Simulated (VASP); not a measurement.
# Rb (Pm-3m) in VASP: notebook

The runs below take Rb through single point, with LDA.

Everything below comes from runs of VASP 6.6.1. Logs are shortened: lines on timing, memory, paths and dates and some standing lists are left out, and cuts for length are marked.

## Step 1: The cell of the first run

The structure is cubic, space group Pm-3m (No. 221). Conventional cell: a = 4.144 Å, b = 4.144 Å, c = 4.144 Å, α = 90.00°, β = 90.00°, γ = 90.00°. Rb (site symmetry m-3m) has 6 Rb at 4.14 Å within 5.4 Å.

This isn't the form of Rb at room conditions, which is bcc.

## Step 2: Single point, LDA (71.16 Å³/atom)

File INCAR:

```
SYSTEM = Rb
  ALGO = Normal
  EDIFF = 1E-6
  ENCUT = 520
  ISIF = 2
  ISMEAR = -1
  LASPH = .TRUE.
  LCHARG = .FALSE.
  LREAL = .FALSE.
  LWAVE = .FALSE.
  NBANDS = 10
  NELM = 100
  PREC = Accurate
  SIGMA = 0.05
```

File KPOINTS:

```
k-points
0
G
  10 10 10
  0 0 0
```

File POSCAR:

```
Rb
1.0
    4.1438307329      0.0000000000      0.0000000000
    0.0000000000      4.1438307329      0.0000000000
    0.0000000000      0.0000000000      4.1438307329
Rb
1
Direct
    0.0000000000      0.0000000000      0.0000000000
```

Potentials or basis: VASP PAW LDA potentials, release 64 (Rb_sv).

Run with:

```sh
cat potpaw_LDA.64/Rb_sv/POTCAR > POTCAR
mpirun -np 1 vasp_std > vasp.out
```

OUTCAR:

```text
SYSTEM = Rb
   EDIFF = 1E-6
   ENCUT = 520
   ISIF = 2
   ISMEAR = -1
   LASPH = .TRUE.
   LREAL = .FALSE.
   NELM = 100
   PREC = Accurate

 ion  position               nearest neighbor table
   1  0.000  0.000  0.000-

  LATTYP: Found a simple cubic cell.
 ALAT       =     4.1438307329

  Lattice vectors:

 A1 = (   4.1438307329,   0.0000000000,   0.0000000000)
 A2 = (   0.0000000000,   4.1438307329,   0.0000000000)
 A3 = (   0.0000000000,   0.0000000000,   4.1438307329)

Analysis of symmetry for initial positions (statically):
=====================================================================
 Subroutine PRICEL returns:
 Original cell was already a primitive cell.

 Routine SETGRP: Setting up the symmetry group for a
 simple cubic supercell.

 Subroutine GETGRP returns: Found 48 space group operations
 (whereof 48 operations were pure point group operations)
 out of a pool of 48 trial point group operations.

The static configuration has the point symmetry O_h .

Analysis of symmetry for dynamics (positions and initial velocities):
=====================================================================
 Subroutine PRICEL returns:
 Original cell was already a primitive cell.

 Routine SETGRP: Setting up the symmetry group for a
 simple cubic supercell.

 Subroutine GETGRP returns: Found 48 space group operations
 (whereof 48 operations were pure point group operations)
 out of a pool of 48 trial point group operations.

The dynamic configuration has the point symmetry O_h .

 Subroutine INISYM returns: Found 48 space group operations
 (whereof 48 operations are pure point group operations),
 and found     1 'primitive' translations

----------------------------------------------------------------------------------------

                                     Primitive cell

  volume of cell :      71.1551

  direct lattice vectors                    reciprocal lattice vectors
     4.143830733  0.000000000  0.000000000     0.241322598  0.000000000  0.000000000
     0.000000000  4.143830733  0.000000000     0.000000000  0.241322598  0.000000000
     0.000000000  0.000000000  4.143830733     0.000000000  0.000000000  0.241322598

  length of vectors
     4.143830733  4.143830733  4.143830733     0.241322598  0.241322598  0.241322598

  position of ions in fractional coordinates (direct lattice)
     0.000000000  0.000000000  0.000000000

  ion indices of the primitive-cell ions
   primitive index   ion index
                 1           1

----------------------------------------------------------------------------------------

 KPOINTS: k-points

Automatic generation of k-mesh.
 Grid dimensions read from file:
 generate k-points for:   10   10   10

 Generating k-lattice:

  Cartesian coordinates                     Fractional coordinates (reciprocal lattice)
     0.024132260  0.000000000  0.000000000     0.100000000  0.000000000  0.000000000
     0.000000000  0.024132260  0.000000000     0.000000000  0.100000000  0.000000000
     0.000000000  0.000000000  0.024132260     0.000000000  0.000000000  0.100000000

  Length of vectors
     0.024132260  0.024132260  0.024132260

  Shift w.r.t. Gamma in fractional coordinates (k-lattice)
     0.000000000  0.000000000  0.000000000

 Subroutine IBZKPT returns following result:
 ===========================================

 Found     56 irreducible k-points:

 Following reciprocal coordinates:
            Coordinates               Weight
  0.000000  0.000000  0.000000      1.000000
  0.100000  0.000000  0.000000      6.000000
  0.200000  0.000000  0.000000      6.000000
  0.300000  0.000000  0.000000      6.000000
  0.400000  0.000000  0.000000      6.000000
  0.500000  0.000000  0.000000      3.000000
[... 16 lines left out ...]
  0.200000  0.100000  0.100000     24.000000
  0.300000  0.100000  0.100000     24.000000
 [... further k-points ...]
   k-points           NKPTS =     56   k-points in BZ     NKDIM =     56   number of bands    NBANDS=     10
   number of dos      NEDOS =    301   number of ions     NIONS =      1
   total plane-waves  NPLWV =  32768
   dimension x,y,z NGX =    32 NGY =   32 NGZ =   32
   dimension x,y,z NGXF=    64 NGYF=   64 NGZF=   64
   ions per type =               1
   NGX,Y,Z   is equivalent  to a cutoff of  12.84, 12.84, 12.84 a.u.
   NGXF,Y,Z  is equivalent  to a cutoff of  25.68, 25.68, 25.68 a.u.
 SYSTEM =  Rb
   PREC   = accura    normal or accurate (medium, high low for compatibility)
   ISTART =      0    job   : 0-new  1-cont  2-samecut
   ICHARG =      2    charge: 1-file 2-atom 10-const
   ISPIN  =      1    spin polarized calculation?
   LNONCOLLINEAR =      F non collinear calculations
   LSORBIT =      F    spin-orbit coupling
   LASPH  =      T    aspherical Exc in radial PAW
   ENCUT  =  520.0 eV  38.22 Ry    6.18 a.u.   7.70  7.70  7.70*2*pi/ulx,y,z
   NELM   =    100;   NELMIN=  2; NELMDL= -5     # of ELM steps
   EDIFF  = 0.1E-05   stopping-criterion for ELM
   LREAL  =      F    real-space projection
   EDIFFG = 0.1E-04   stopping-criterion for IOM
   NSW    =      0    number of steps for IOM
   IBRION =     -1    ionic relax: 0-MD 1-quasi-New 2-CG
   NFREE  =      0    steps in history (QN), initial steepest desc. (CG)
   ISIF   =      2    stress and relaxation
   ISYM   =      2    0-nonsym 1-usesym 2-fastsym
   POTIM  = 0.5000    time-step for ionic-motion
   TEBEG  =    0.0;   TEEND  =   0.0 temperature during run
   PSTRESS=    0.0 pullay stress
   NELECT =       9.0000    total number of electrons
   NUPDOWN=      -1.0000    fix difference up-down
   EMIN   =  10.00;   EMAX   =-10.00  energy-range for DOS
   EFERMI =   0.00;   METHOD = LEGACY
   ISMEAR =    -1;   SIGMA  =   0.05  broadening in eV -4-tet -1-fermi 0-gaus
   EFERMI_NEDOS =   21; number of points for ismear=-14 and -15
   IALGO  =     38    algorithm
   IMIX   =      4    mixing-type and parameters
     AMIX     =   0.40;   BMIX     =  1.00
     AMIX_MAG =   1.60;   BMIX_MAG =  1.00
  volume/ion in A,a.u.               =      71.16       480.18
  Fermi-wavevector in a.u.,A,eV,Ry     =   0.821776  1.552932  9.188238  0.675316
  Thomas-Fermi vector in A             =   1.932995
   LORBIT       =      0    0 simple, 1 ext, 2 COOP (PROOUT), +10 PAW based schemes
   GGA     = CA    functional components
   LHFCALC =     F    Hartree Fock is set to
   AEXX    =    0.0000 exact exchange contribution
   IVDW    =     0    specifies the selected vdW correction
   LEPSILON=     F    determine dielectric tensor
   LRPA    =     F    only Hartree local field effects (RPA)
 non-spin polarized calculation
  energy-cutoff  :      520.00
  volume of cell :       71.16
 maximum number of plane-waves:      1936
 NGX is ok and might be reduce to    32
   NGX = 15   NGY = 15   NGZ = 15

 number of electron       9.0000000 magnetization

 Free energy of the ion-electron system (eV)
  ---------------------------------------------------
  ext. energy  EPLUGINS =         0.00000000
  ---------------------------------------------------
  free energy    TOTEN  =        -0.94186377 eV

  energy without entropy =       -0.93525945  energy(sigma->0) =       -0.93856161

 E-fermi :   0.4557     XC(G=0):  -6.3305

 val. band max:        0.3445184320   @ k =   0.5000   0.1000   0.0000
 cond. band min:       0.4685619919   @ k =   0.4000   0.2000   0.2000
 fundamental gap:      0.1240435600
 Fermi energy:         0.4557352057

 k-point     1 :       0.0000    0.0000    0.0000
  band No.  band energies     occupation
      1     -28.4720      2.00000
      2     -12.4857      2.00000
      3     -12.4857      2.00000
      4     -12.4857      2.00000
      5      -1.9000      2.00000
      6       2.5939      0.00000
      7       2.5939      0.00000
      8       7.0796      0.00000
      9       7.0798      0.00000
     10       7.0803      0.00000

 k-point     2 :       0.1000    0.0000    0.0000
  band No.  band energies     occupation
      1     -28.4702      2.00000
      2     -12.5193      2.00000
      3     -12.4828      2.00000
      4     -12.4828      2.00000
      5      -1.7806      2.00000
      6       2.6109      0.00000
      7       2.6458      0.00000
      8       6.4694      0.00000
      9       6.4694      0.00000
     10       6.9656      0.00000

 k-point     3 :       0.2000    0.0000    0.0000
  band No.  band energies     occupation
      1     -28.4656      2.00000
      2     -12.6055      2.00000
      3     -12.4753      2.00000
      4     -12.4753      2.00000
      5      -1.4393      2.00000
      6       2.5353      0.00000
      7       2.7912      0.00000
      8       5.7973      0.00000
      9       5.7973      0.00000
     10       6.4349      0.00000

 k-point     4 :       0.3000    0.0000    0.0000
  band No.  band energies     occupation
      1     -28.4599      2.00000
      2     -12.7088      2.00000
      3     -12.4660      2.00000
      4     -12.4660      2.00000
      5      -0.9191      2.00000
      6       2.1304      0.00000
      7       2.9954      0.00000
      8       5.2740      0.00000
      9       5.2740      0.00000
     10       6.5695      0.00000
[... 222 lines left out ...]
 k-point    22 :       0.1000    0.1000    0.1000
  band No.  band energies     occupation
      1     -28.4667      2.00000
      2     -12.5178      2.00000
      3     -12.5109      2.00000
      4     -12.5109      2.00000
      5      -1.5448      2.00000
      6       2.7102      0.00000
      7       2.7102      0.00000
      8       5.5211      0.00000
      9       6.2622      0.00000
     10       6.2622      0.00000

 k-point    23 :       0.2000    0.1000    0.1000
  band No.  band energies     occupation
      1     -28.4621      2.00000
      2     -12.5987      2.00000
      3     -12.5071      2.00000
      4     -12.5030      2.00000
      5      -1.2100      2.00000
      6       2.6698      0.00000
      7       2.8545      0.00000
      8       5.0161      0.00000
      9       5.5300      0.00000
     10       6.3396      0.00000

 k-point    24 :       0.3000    0.1000    0.1000
  band No.  band energies     occupation
      1     -28.4564      2.00000
      2     -12.7007      2.00000
      3     -12.4972      2.00000
      4     -12.4933      2.00000
      5      -0.6994      2.00000
      6       2.2498      0.00000
      7       3.0688      0.00000
      8       4.8911      0.00000
      9       4.9217      0.00000
     10       6.4772      0.00000

 [... further k-points ...]

------------------------ aborting loop because EDIFF is reached ----------------------------------------

  FORCE on cell =-STRESS in cart. coord.  units (eV):
  Direction    XX          YY          ZZ          XY          YZ          ZX
  --------------------------------------------------------------------------------------
  -------------------------------------------------------------------------------------
  Total        0.2937843      0.2937843      0.2937843      0.0000000      0.0000000     -0.0000000
  in kB        6.6150497      6.6150497      6.6150497      0.0000000      0.0000000     -0.0000000
  external PRESSURE =       6.6150497 kB  Pullay stress =       0.0000000 kB

 VOLUME and BASIS-vectors are now :
 -----------------------------------------------------------------------------
  energy-cutoff  :      520.00
  volume of cell :       71.16
      direct lattice vectors                 reciprocal lattice vectors
     4.143830733  0.000000000  0.000000000     0.241322598  0.000000000  0.000000000
     0.000000000  4.143830733  0.000000000     0.000000000  0.241322598  0.000000000
     0.000000000  0.000000000  4.143830733     0.000000000  0.000000000  0.241322598

 POSITION                                       TOTAL-FORCE (eV/Angst)
 -----------------------------------------------------------------------------------
      0.00000      0.00000      0.00000         0.000000      0.000000      0.000000
 -----------------------------------------------------------------------------------
    total drift:                                0.000000     -0.000000      0.000000

  FREE ENERGIE OF THE ION-ELECTRON SYSTEM (eV)
  ---------------------------------------------------
  free  energy   TOTEN  =        -0.9418637650 eV

  energy  without entropy=       -0.9352594531  energy(sigma->0) =       -0.93856161
```

Wall time 21 s (1 thread of Intel Xeon 8259CL, shared host); peak memory 0.17 GiB.

What came out:

| Item | Value |
| --- | --- |
| Free energy | -0.9419 eV |
| Pressure | 0.7 GPa |
| Band gap on the k mesh | zero (an odd number of electrons rules out a gap without spin polarisation) |

Levels at points of the mesh, in eV from the Fermi level:
```csv
k point,band 2,band 3,band 4,band 5,band 6,band 7
"(0.00, 0.00, 0.00)",-12.94,-12.94,-12.94,-2.36,2.14,2.14
"(0.50, 0.00, 0.00)",-13.28,-12.91,-12.91,-0.25,0.47,2.81
"(0.50, 0.50, 0.00)",-13.23,-13.23,-12.88,0.46,1.85,2.75
"(0.50, 0.50, 0.50)",-13.18,-13.18,-13.18,1.62,1.62,1.62
```

(Continued in part 2 of 2.)
